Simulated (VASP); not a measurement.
Crystal: CdS.

```
CELL_PARAMETERS angstrom
0.00000 2.74730 2.74730
2.74730 0.00000 2.74730
2.74730 2.74730 0.00000
ATOMIC_POSITIONS crystal
Cd 0.00000 0.00000 0.00000
S 0.50000 0.50000 0.50000
```

| Item | Value |
| --- | --- |
| Program | VASP 6.6.1 |
| Task | relaxation of cell and atoms |
| Functional | LDA |
| Potentials or basis | VASP PAW LDA potentials, release 64 (Cd, S) |
| Cutoff | 600 eV |
| k mesh | 8 × 8 × 8 |
| Occupations | fermi-dirac, width 0.02 eV |
| Spin | no spin polarisation |

At the start: pressure -6.0 GPa; volume 20.74 Å³/atom.

**Question.** How do energy, volume and symmetry change on relaxing?

**Answer.** Over 6 steps the energy falls by 31.6 meV/atom and the volume is 19.17 Å³/atom (-7.5 %); space group Fm-3m (No. 225, to 0.05 Å).

The path:
```csv
step,energy change (eV),largest force (eV/Å),pressure (GPa),volume (Å³)
1,0.0000,0.0000,-6.00,41.47
2,-0.0481,0.0000,3.68,36.98
3,-0.0633,0.0000,-0.04,38.35
4,-0.0632,0.0000,0.16,38.29
5,-0.0633,0.0000,-0.10,38.38
6,-0.0633,0.0000,0.01,38.35
```

Final structure:
```cif
data_structure
_symmetry_space_group_name_H-M 'P 1'
_symmetry_Int_Tables_number 1
_cell_length_a 3.7851
_cell_length_b 3.7851
_cell_length_c 3.7851
_cell_angle_alpha 60.000
_cell_angle_beta 60.000
_cell_angle_gamma 60.000
_cell_volume 38.35
loop_
_atom_site_label
_atom_site_type_symbol
_atom_site_fract_x
_atom_site_fract_y
_atom_site_fract_z
_atom_site_occupancy
Cd1 Cd 0.00000 0.00000 0.00000 1
S1 S 0.50000 0.50000 0.50000 1
```
